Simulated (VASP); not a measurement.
Write the native input for VASP 6.6.1 that does the following.

```yaml
Task: relaxation of cell and atoms
Functional: PBEsol
Potentials_or_basis: VASP PAW PBE potentials, release 64 (Li_sv, Ru_pv, N)
Cutoff: 600 eV
k_mesh: 8 × 8 × 4
Occupations: fermi-dirac, width 0.05 eV
Spin: no spin polarisation
Target_pressure: 5 GPa
Dipole_correction: no
Further_INCAR_settings: ALGO = Normal; EDIFF = 1e-07; IBRION = 2; EDIFFG = -0.01; NSW = 50; ISIF = 3
```

The structure of Li2RuN2 lies in POSCAR:

```
Li2RuN2
1.0
    3.1642330000      0.0000000000      0.0000000000
   -1.5821165000      2.7403061615      0.0000000000
    0.0000000000      0.0000000000      5.2114500000
Li Ru N
2 1 2
Direct
    0.6666666667      0.3333333333      0.3601800000
    0.3333333333      0.6666666667      0.6398200000
    0.0000000000      0.0000000000      0.0000000000
    0.6666666667      0.3333333333      0.7869890000
    0.3333333333      0.6666666667      0.2130110000
```

The input as run:

INCAR

```
ALGO     = Normal         # electronic algorithm
EDIFF    = 1E-7           # SCF threshold, eV
EDIFFG   = -0.01          # ionic threshold
ENCUT    = 600            # plane-wave cutoff, eV
GGA      = PS             # functional
IBRION   = 2              # ionic algorithm
ISIF     = 3              # what is computed and relaxed
ISMEAR   = -1             # smearing method
LASPH    = T              # aspherical terms in the spheres
LCHARG   = F              # write CHGCAR
LREAL    = F              # projectors in reciprocal space
LWAVE    = F              # write WAVECAR
NELM     = 100            # most SCF steps
NSW      = 50             # ionic steps
PREC     = Accurate       # precision mode
PSTRESS  = 50.0         
SIGMA    = 0.05           # smearing width, eV
```

KPOINTS

```
k-points
0
Gamma
  8 8 4
```

Potentials or basis: VASP PAW PBE potentials, release 64 (Li_sv, Ru_pv, N).

Command:

```sh
$ cat potpaw_PBE.64/Li_sv/POTCAR potpaw_PBE.64/Ru_pv/POTCAR potpaw_PBE.64/N/POTCAR > POTCAR
$ mpirun -np 1 vasp_std > vasp.out
```

It gave:

```yaml
Relaxed_volume: 8.37 Å³/atom
Relaxed_cell: a = 3.086 Å, b = 3.086 Å, c = 5.078 Å, α = 90.00°, β = 90.00°, γ = 120.00°
Space_group_after_relaxing_to_0.05_Å: P-3m1 (No. 164)
Energy_change_on_relaxing_the_enthalpy_is_what_falls: -7.6 meV/atom
Ionic_steps: 11
Pressure_after_relaxing: 5.0 GPa
Band_gap_on_the_k_mesh: zero (band 15 reaches 7.94 eV, above the bottom of band 16 at 7.47 eV)
```

Caveat: the cutoff is under 1.25 times the usual one of these potentials, so pressure, stress and relaxed cells hold a basis-set (Pulay) error; the cell is relaxed towards a set pressure, so the enthalpy falls and the energy may rise; the PAW data sets were made with another functional, which shifts forces and pressure a little.

Wall time 5.4 min on 1 thread of Intel(R) Xeon(R) Platinum 8259CL CPU @ 2.50GHz (Skylake/Cascade Lake), on a shared host, peak memory 0.21 GiB.
